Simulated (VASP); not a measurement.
# Mg (P6_3/mmc) in VASP: further runs

Runs on Mg. Level: PBEsol. Tasks: single point, relaxation of cell and atoms.

All numbers are computed with VASP 6.6.1; they aren't measurements. Logs are shortened: lines on timing, memory, paths and dates and some standing lists are left out, and cuts for length are marked.

### Step 1. The cell of the first run

It takes space group P6_3/mmc (No. 194, hexagonal). Conventional cell: a = 3.162 Å, b = 3.162 Å, c = 5.204 Å, α = 90.00°, β = 90.00°, γ = 120.00°. Mg (site symmetry -6m2) has 12 Mg at 3.16 to 3.18 Å within 4.2 Å.

### Step 2. Single point, PBEsol

INCAR reads:

```
SYSTEM = Mg
PREC = Accurate
ENCUT = 600
EDIFF = 1E-6
ISMEAR = 1
SIGMA = 0.1
LREAL = .False.
LASPH = .True.
NELM = 120
ALGO = Normal
ISIF = 2
LWAVE = .False.
LCHARG = .True.
GGA = PS
LELF = .True.
LVHAR = .True.
NBANDS = 9
GGA_COMPAT = .False.
```

KPOINTS reads:

```
regular mesh
0
Gamma
  6 6 4
  0 0 0
```

POSCAR reads:

```
Mg
1.0
    3.1620868024      0.0000000000      0.0000000000
   -1.5810434012      2.7384474998      0.0000000000
    0.0000000000      0.0000000000      5.2037215598
Mg
2
Direct
    0.3333333333      0.6666666667      0.2500000000
    0.6666666667      0.3333333333      0.7500000000
```

Potentials or basis: VASP PAW PBE potentials, release 64 (Mg).

Started as:

```
> cat potpaw_PBE.64/Mg/POTCAR > POTCAR
> mpirun -np 1 vasp_std > vasp.out
```

OUTCAR:

```text
SYSTEM = Mg
   PREC = Accurate
   ENCUT = 600
   EDIFF = 1E-6
   ISMEAR = 1
   LREAL = .False.
   LASPH = .True.
   NELM = 120
   ISIF = 2
   GGA = PS

 ion  position               nearest neighbor table
   1  0.333  0.667  0.250-   2 3.18   2 3.18   2 3.18   2 3.18   2 3.18   2 3.18
   2  0.667  0.333  0.750-   1 3.18   1 3.18   1 3.18   1 3.18   1 3.18   1 3.18

  LATTYP: Found a hexagonal cell.
 ALAT       =     3.1620868024
 C/A-ratio  =     1.6456605669

  Lattice vectors:

 A1 = (   3.1620868024,   0.0000000000,   0.0000000000)
 A2 = (  -1.5810434012,   2.7384474998,   0.0000000000)
 A3 = (   0.0000000000,   0.0000000000,   5.2037215598)

Analysis of symmetry for initial positions (statically):
=====================================================================
 Subroutine PRICEL returns:
 Original cell was already a primitive cell.

 Routine SETGRP: Setting up the symmetry group for a
 hexagonal supercell.

 Subroutine GETGRP returns: Found 24 space group operations
 (whereof 12 operations were pure point group operations)
 out of a pool of 24 trial point group operations.

The static configuration has the point symmetry D_3d.
 The point group associated with its full space group is D_6h.

Analysis of symmetry for dynamics (positions and initial velocities):
=====================================================================
 Subroutine PRICEL returns:
 Original cell was already a primitive cell.

 Routine SETGRP: Setting up the symmetry group for a
 hexagonal supercell.

 Subroutine GETGRP returns: Found 24 space group operations
 (whereof 12 operations were pure point group operations)
 out of a pool of 24 trial point group operations.

The dynamic configuration has the point symmetry D_3d.
 The point group associated with its full space group is D_6h.

 Subroutine INISYM returns: Found 24 space group operations
 (whereof 12 operations are pure point group operations),
 and found     1 'primitive' translations

----------------------------------------------------------------------------------------

                                     Primitive cell

  volume of cell :      45.0601

  direct lattice vectors                    reciprocal lattice vectors
     3.162086802  0.000000000  0.000000000     0.316246853  0.182585206  0.000000000
    -1.581043401  2.738447500  0.000000000     0.000000000  0.365170411  0.000000000
     0.000000000  0.000000000  5.203721560     0.000000000  0.000000000  0.192170159

  length of vectors
     3.162086802  3.162086802  5.203721560     0.365170411  0.365170411  0.192170159

  position of ions in fractional coordinates (direct lattice)
     0.333333333  0.666666667  0.250000000
     0.666666667  0.333333333  0.750000000

  ion indices of the primitive-cell ions
   primitive index   ion index
                 1           1
                 2           2

----------------------------------------------------------------------------------------

 KPOINTS: regular mesh

Automatic generation of k-mesh.
 Grid dimensions read from file:
 generate k-points for:    6    6    4

 Generating k-lattice:

  Cartesian coordinates                     Fractional coordinates (reciprocal lattice)
     0.052707809  0.030430868  0.000000000     0.166666667  0.000000000  0.000000000
     0.000000000  0.060861735  0.000000000     0.000000000  0.166666667  0.000000000
     0.000000000  0.000000000  0.048042540     0.000000000  0.000000000  0.250000000

  Length of vectors
     0.060861735  0.060861735  0.048042540

  Shift w.r.t. Gamma in fractional coordinates (k-lattice)
     0.000000000  0.000000000  0.000000000

 Subroutine IBZKPT returns following result:
 ===========================================

 Found     21 irreducible k-points:

 Following reciprocal coordinates:
            Coordinates               Weight
  0.000000  0.000000  0.000000      1.000000
  0.166667  0.000000  0.000000      6.000000
  0.333333 -0.000000  0.000000      6.000000
  0.500000  0.000000  0.000000      3.000000
  0.166667  0.166667  0.000000      6.000000
  0.333333  0.166667  0.000000     12.000000
[... 13 lines left out ...]
  0.333333  0.166667  0.500000     12.000000
  0.333333  0.333333  0.500000      2.000000
   k-points           NKPTS =     21   k-points in BZ     NKDIM =     21   number of bands    NBANDS=      9
   number of dos      NEDOS =    301   number of ions     NIONS =      2
   total plane-waves  NPLWV =  32928
   dimension x,y,z NGX =    28 NGY =   28 NGZ =   42
   dimension x,y,z NGXF=    56 NGYF=   56 NGZF=   84
   ions per type =               2
   NGX,Y,Z   is equivalent  to a cutoff of  14.72, 14.72, 13.42 a.u.
   NGXF,Y,Z  is equivalent  to a cutoff of  29.44, 29.44, 26.84 a.u.
 SYSTEM =  Mg
   PREC   = accura    normal or accurate (medium, high low for compatibility)
   ISTART =      0    job   : 0-new  1-cont  2-samecut
   ICHARG =      2    charge: 1-file 2-atom 10-const
   ISPIN  =      1    spin polarized calculation?
   LNONCOLLINEAR =      F non collinear calculations
   LSORBIT =      F    spin-orbit coupling
   LASPH  =      T    aspherical Exc in radial PAW
   ENCUT  =  600.0 eV  44.10 Ry    6.64 a.u.   6.32  6.32 10.39*2*pi/ulx,y,z
   NELM   =    120;   NELMIN=  2; NELMDL= -5     # of ELM steps
   EDIFF  = 0.1E-05   stopping-criterion for ELM
   LREAL  =      F    real-space projection
   EDIFFG = 0.1E-04   stopping-criterion for IOM
   NSW    =      0    number of steps for IOM
   IBRION =     -1    ionic relax: 0-MD 1-quasi-New 2-CG
   NFREE  =      0    steps in history (QN), initial steepest desc. (CG)
   ISIF   =      2    stress and relaxation
   ISYM   =      2    0-nonsym 1-usesym 2-fastsym
   POTIM  = 0.5000    time-step for ionic-motion
   TEBEG  =    0.0;   TEEND  =   0.0 temperature during run
   PSTRESS=    0.0 pullay stress
   NELECT =       4.0000    total number of electrons
   NUPDOWN=      -1.0000    fix difference up-down
   EMIN   =  10.00;   EMAX   =-10.00  energy-range for DOS
   EFERMI =   0.00;   METHOD = LEGACY
   ISMEAR =     1;   SIGMA  =   0.10  broadening in eV -4-tet -1-fermi 0-gaus
   EFERMI_NEDOS =   21; number of points for ismear=-14 and -15
   IALGO  =     38    algorithm
   IMIX   =      4    mixing-type and parameters
     AMIX     =   0.40;   BMIX     =  1.00
     AMIX_MAG =   1.60;   BMIX_MAG =  1.00
  volume/ion in A,a.u.               =      22.53       152.04
  Fermi-wavevector in a.u.,A,eV,Ry     =   0.730293  1.380055  7.256375  0.533329
  Thomas-Fermi vector in A             =   1.822228
   LORBIT       =      0    0 simple, 1 ext, 2 COOP (PROOUT), +10 PAW based schemes
   GGA     = PS    functional components
   LHFCALC =     F    Hartree Fock is set to
   AEXX    =    0.0000 exact exchange contribution
   IVDW    =     0    specifies the selected vdW correction
   LEPSILON=     F    determine dielectric tensor
   LRPA    =     F    only Hartree local field effects (RPA)
 non-spin polarized calculation
 Methfessel and Paxton  Order N= 1 SIGMA  =   0.10
  energy-cutoff  :      600.00
  volume of cell :       45.06
 maximum number of plane-waves:      1521
 NGX is ok and might be reduce to    28
   NGX = 13   NGY = 13   NGZ = 21

 number of electron       4.0000000 magnetization

 Free energy of the ion-electron system (eV)
  ---------------------------------------------------
  ext. energy  EPLUGINS =         0.00000000
  ---------------------------------------------------
  free energy    TOTEN  =        -3.38250363 eV

  energy without entropy =       -3.38254722  energy(sigma->0) =       -3.38251816

 E-fermi :   2.5711     XC(G=0):  -8.5930

 val. band max:        2.4425926881   @ k =   0.3333   0.3333   0.2500
 cond. band min:       2.6092129819   @ k =   0.3333   0.1667   0.0000
 fundamental gap:      0.1666202938
 Fermi energy:         2.5711055321

 k-point     1 :       0.0000    0.0000    0.0000
  band No.  band energies     occupation
      1      -4.3205      2.00000
      2       0.9059      2.00000
      3       1.3240      2.00000
      4      13.8675      0.00000
      5      13.8675      0.00000
      6      14.0572      0.00000
      7      14.0572      0.00000
      8      14.5228      0.00000
      9      16.4494      0.00000

 k-point     2 :       0.1667    0.0000    0.0000
  band No.  band energies     occupation
      1      -3.7631      2.00000
      2       1.4161      2.00000
      3       1.8616      2.00000
      4       9.0076      0.00000
      5      11.6452      0.00000
      6      12.1978      0.00000
      7      13.7225      0.00000
      8      14.5708      0.00000
      9      16.1928      0.00000

 k-point     3 :       0.3333   -0.0000    0.0000
  band No.  band energies     occupation
      1      -2.1110      2.00000
      2       2.9497     -0.00000
      3       3.2129     -0.00000
      4       4.6573      0.00000
      5       9.1347      0.00000
      6       9.2768      0.00000
      7      10.2550      0.00000
      8      11.9928      0.00000
      9      14.6166      0.00000

 k-point     4 :       0.5000    0.0000    0.0000
  band No.  band energies     occupation
      1       0.5459      2.00000
      2       0.5959      2.00000
      3       5.3614      0.00000
      4       5.6864      0.00000
      5       5.9233      0.00000
      6       6.3779      0.00000
      7       9.7931      0.00000
      8      11.2039      0.00000
      9      14.0819      0.00000
[... 169 lines left out ...]
 k-point    19 :       0.1667    0.1667    0.5000
  band No.  band energies     occupation
      1      -1.2996      2.00000
      2      -1.2996      2.00000
      3       7.7338      0.00000
      4       7.7338      0.00000
      5       8.1056      0.00000
      6       8.1056      0.00000
      7       9.9882      0.00000
      8       9.9882      0.00000
      9      17.0578      0.00000

 k-point    20 :       0.3333    0.1667    0.5000
  band No.  band energies     occupation
      1       0.8239      2.00000
      2       0.8239      2.00000
      3       4.0321     -0.00000
      4       4.0321     -0.00000
      5       7.2136      0.00000
      6       7.2136      0.00000
      7      11.4680      0.00000
      8      11.4680      0.00000
      9      14.2725      0.00000

 k-point    21 :       0.3333    0.3333    0.5000
  band No.  band energies     occupation
      1       2.9204     -0.00001
      2       2.9204     -0.00001
      3       3.3628     -0.00000
      4       3.3628     -0.00000
      5       4.3458     -0.00000
      6       4.3458     -0.00000
      7      13.5832      0.00000
      8      13.5834      0.00000
      9      13.7318      0.00000

------------------------ aborting loop because EDIFF is reached ----------------------------------------

  FORCE on cell =-STRESS in cart. coord.  units (eV):
  Direction    XX          YY          ZZ          XY          YZ          ZX
  --------------------------------------------------------------------------------------
  -------------------------------------------------------------------------------------
  Total        0.0017701      0.0017701     -0.0557751     -0.0000000      0.0000000     -0.0000000
  in kB        0.0629375      0.0629375     -1.9831657     -0.0000000      0.0000000     -0.0000000
  external PRESSURE =      -0.6190969 kB  Pullay stress =       0.0000000 kB

 VOLUME and BASIS-vectors are now :
 -----------------------------------------------------------------------------
  energy-cutoff  :      600.00
  volume of cell :       45.06
      direct lattice vectors                 reciprocal lattice vectors
     3.162086802  0.000000000  0.000000000     0.316246853  0.182585206  0.000000000
    -1.581043401  2.738447500  0.000000000     0.000000000  0.365170411  0.000000000
     0.000000000  0.000000000  5.203721560     0.000000000  0.000000000  0.192170159

 POSITION                                       TOTAL-FORCE (eV/Angst)
 -----------------------------------------------------------------------------------
     -0.00000      1.82563      1.30093        -0.000000      0.000000      0.000000
      1.58104      0.91282      3.90279         0.000000     -0.000000      0.000000
 -----------------------------------------------------------------------------------
    total drift:                               -0.000000      0.000000     -0.000000

  FREE ENERGIE OF THE ION-ELECTRON SYSTEM (eV)
  ---------------------------------------------------
  free  energy   TOTEN  =        -3.3825036275 eV

  energy  without entropy=       -3.3825472239  energy(sigma->0) =       -3.38251816
```

Run time: 8.9 s. Hardware: 1 thread of Intel Xeon 8259CL, shared host; peak memory 0.17 GiB.

Results:

```
Free energy            : -3.3825 eV
Pressure               : -0.1 GPa
Band gap on the k mesh : zero (band 2 reaches 2.95 eV, above the bottom of band 3 at 1.32 eV)
```

Caveat: the k points lie up to 0.38 Å⁻¹ apart; the PAW data sets were made with another functional, which shifts forces and pressure a little.

### Step 3. Single point, PBEsol

INCAR reads:

```
PREC     = Accurate       # precision mode
ENCUT    = 600            # plane-wave cutoff, eV
EDIFF    = 1E-6           # SCF threshold, eV
ISMEAR   = 1              # smearing method
SIGMA    = 0.1            # smearing width, eV
LREAL    = False          # projectors in reciprocal space
LASPH    = True           # aspherical terms in the spheres
NELM     = 120            # most SCF steps
ALGO     = Normal         # electronic algorithm
ISIF     = 2              # what is computed and relaxed
LWAVE    = False          # write WAVECAR
LCHARG   = True           # write CHGCAR
GGA      = PS             # functional
LELF     = True           # ELF
LVHAR    = True         
NBANDS   = 9              # bands
GGA_COMPAT= False
```

KPOINTS reads:

```
regular mesh
0
Gamma
  6 6 4
```

POSCAR is that of step 2.

Potentials or basis: VASP PAW PBE potentials, release 64 (Mg).

Started as:

```
> cat potpaw_PBE.64/Mg/POTCAR > POTCAR
> mpirun -np 1 vasp_std > vasp.out
```

It took 9.6 s on 1 thread of Intel Xeon 8259CL, shared host; peak memory 0.17 GiB.

The run converged. Its results:

```yaml
Free_energy: -3.3825 eV
Pressure: -0.1 GPa
Band_gap_on_the_k_mesh: zero (band 2 reaches 2.95 eV, above the bottom of band 3 at 1.32 eV)
```

Stress tensor (GPa, compression positive):
```
 0.01  0.00  0.00
 0.00  0.01  0.00
 0.00  0.00 -0.20
```

Levels at points of the mesh, in eV from the Fermi level:
```csv
k point,band 1,band 2,band 3,band 4,band 5,band 6,band 7
"(0.00, 0.00, 0.00)",-6.89,-1.67,-1.25,11.30,11.30,11.49,11.49
"(0.50, 0.00, 0.00)",-2.03,-1.98,2.79,3.12,3.35,3.81,7.22
"(0.00, 0.00, 0.50)",-5.51,-5.51,5.00,5.00,12.03,12.03,12.03
"(0.50, 0.00, 0.50)",-0.99,-0.99,-0.30,-0.30,8.19,8.19,8.38
```

Caveat: the k points lie up to 0.38 Å⁻¹ apart; the PAW data sets were made with another functional, which shifts forces and pressure a little.

### Step 4. Relaxation of cell and atoms, PBEsol

INCAR reads:

```
ALGO = Normal
EDIFF = 1E-7
EDIFFG = -0.03
ENCUT = 600
GGA = PS
GGA_COMPAT = False
IBRION = 2
ISIF = 3
ISMEAR = 1
LASPH = True
LCHARG = False
LREAL = False
LWAVE = False
NELM = 120
NELMIN = 4
NSW = 80
PREC = Accurate
SIGMA = 0.1
```

KPOINTS reads:

```
k-points
0
Gamma
  6 6 4
```

POSCAR is that of step 3.

Started as:

```
> cat potpaw_PBE.64/Mg/POTCAR > POTCAR
> mpirun -np 1 vasp_std > vasp.out
```

It took 8.8 s on 1 thread of Intel Xeon 8259CL, shared host; peak memory 0.17 GiB.

It converged, with:

```yaml
Free_energy: -3.3825 eV
Pressure_after_relaxing: -0.1 GPa
Band_gap_on_the_k_mesh: zero (band 2 reaches 2.95 eV, above the bottom of band 3 at 1.32 eV)
```

Stress tensor (GPa, compression positive):
```
 0.01  0.00  0.00
 0.00  0.01  0.00
 0.00  0.00 -0.20
```

Final structure:
```cif
data_structure
_symmetry_space_group_name_H-M 'P 1'
_symmetry_Int_Tables_number 1
_cell_length_a 3.1621
_cell_length_b 3.1621
_cell_length_c 5.2037
_cell_angle_alpha 90.000
_cell_angle_beta 90.000
_cell_angle_gamma 120.000
_cell_volume 45.06
loop_
_atom_site_label
_atom_site_type_symbol
_atom_site_fract_x
_atom_site_fract_y
_atom_site_fract_z
_atom_site_occupancy
Mg1 Mg 0.33333 0.66667 0.25000 1
Mg2 Mg 0.66667 0.33333 0.75000 1
```

Levels at points of the mesh, in eV from the Fermi level:
```csv
k point,band 1,band 2,band 3,band 4,band 5,band 6
"(0.00, 0.00, 0.00)",-6.89,-1.67,-1.25,11.30,11.30,11.49
"(0.50, 0.00, 0.00)",-2.03,-1.98,2.79,3.12,3.35,3.81
"(0.00, 0.00, 0.50)",-5.51,-5.51,5.00,5.00,12.03,12.03
"(0.50, 0.00, 0.50)",-0.99,-0.99,-0.30,-0.30,8.19,8.19
```

Caveat: the k points lie up to 0.38 Å⁻¹ apart in the final cell; the relaxation stopped at its first step, so nothing moved; the PAW data sets were made with another functional, which shifts forces and pressure a little.

### Step 5. Relaxation of cell and atoms, PBEsol

This run uses another cell than the first one, of 23.24 Å³/atom, 1.031 times its volume.

INCAR reads:

```
ALGO = Normal ; EDIFF = 1E-7
EDIFFG = -0.03 ; ENCUT = 600
GGA = PS ; GGA_COMPAT = False
IBRION = 2 ; ISIF = 3
ISMEAR = 1 ; LASPH = True
LCHARG = False ; LREAL = False
LWAVE = False ; NELM = 120
NELMIN = 4 ; NSW = 80
PREC = Accurate ; SIGMA = 0.1
```

KPOINTS is that of step 4.

POSCAR reads:

```
Mg
1.0
    3.2093000000      0.0000000000      0.0000000000
   -1.6046500000      2.7793353300      0.0000000000
    0.0000000000      0.0000000000      5.2103000000
Mg
2
Direct
    0.3333333333      0.6666666667      0.2500000000
    0.6666666667      0.3333333333      0.7500000000
```

Started as:

```
> cat potpaw_PBE.64/Mg/POTCAR > POTCAR
> mpirun -np 1 vasp_std > vasp.out
```

Run time: 32 s. Hardware: 1 thread of Intel Xeon 8259CL, shared host; peak memory 0.18 GiB.

Results (log left out):

```
Free energy                            : -3.3826 eV
Relaxed volume                         : 22.46 Å³/atom
Relaxed cell                           : a = 3.161 Å, b = 3.161 Å, c = 5.192 Å, α = 90.00°, β = 90.00°, γ = 120.00°
Space group after relaxing (to 0.05 Å) : P6_3/mmc (No. 194)
Energy gained by relaxing              : 3.2 meV/atom
Ionic steps                            : 5
Pressure after relaxing                : 0.1 GPa
Band gap on the k mesh                 : zero (band 2 reaches 2.97 eV, above the bottom of band 3 at 1.36 eV)
```

Step by step:
```
step  energy change (eV)  largest force (eV/Å)  pressure (GPa)  volume (Å³)
   1              0.0000                0.0000           -1.15        46.47
   2             -0.0053                0.0000           -0.30        45.36
   3             -0.0058                0.0000            0.03        44.96
   4             -0.0062                0.0000            0.04        44.94
   5             -0.0063                0.0000            0.06        44.91
```

Final structure:
```
CELL_PARAMETERS angstrom
3.16068 0.00000 0.00000
-1.58034 2.73723 0.00000
0.00000 0.00000 5.19158
ATOMIC_POSITIONS crystal
Mg 0.33333 0.66667 0.25000
Mg 0.66667 0.33333 0.75000
```

Levels at points of the mesh, in eV from the Fermi level:
| k point | band 1 | band 2 | band 3 | band 4 | band 5 | band 6 |
| --- | --- | --- | --- | --- | --- | --- |
| (0.00, 0.00, 0.00) | -6.90 | -1.65 | -1.22 | 11.30 | 11.30 | 11.50 |
| (0.50, 0.00, 0.00) | -2.03 | -1.98 | 2.81 | 3.13 | 3.38 | 3.83 |
| (0.00, 0.00, 0.50) | -5.51 | -5.51 | 5.05 | 5.05 | 12.04 | 12.04 |
| (0.50, 0.00, 0.50) | -0.99 | -0.99 | -0.29 | -0.29 | 8.21 | 8.21 |

Caveat: the k points lie up to 0.38 Å⁻¹ apart in the final cell; the PAW data sets were made with another functional, which shifts forces and pressure a little.

### Step 6. Summary

| task | cell | gap on the mesh (eV) | pressure (GPa) |
| --- | --- | --- | --- |
| single point | a = 3.162, b = 3.162, c = 5.204 Å, angles 90.0, 90.0, 120.0°, 2 atoms | none | -0.1 |
| relaxation of cell and atoms | relaxed from a = 3.162, b = 3.162, c = 5.204 Å, angles 90.0, 90.0, 120.0°, 2 atoms | none | -0.1 |
| relaxation of cell and atoms | relaxed from a = 3.209, b = 3.209, c = 5.210 Å, angles 90.0, 90.0, 120.0°, 2 atoms | none | 0.1 |

Alike in all rows: level PBEsol; potentials or basis VASP PAW PBE potentials, release 64 (Mg); no spin polarisation; k mesh 6 × 6 × 4; cutoff (eV) 600; smearing methfessel-paxton 0.1 eV.

Caveats: all runs use coarse meshes; the PAW data sets were made with another functional, which shifts forces and pressure a little; the relaxation stopped at its first step, so nothing moved (some runs).

Total energies depend on the potentials used, so only differences within one code and one set of settings carry meaning.
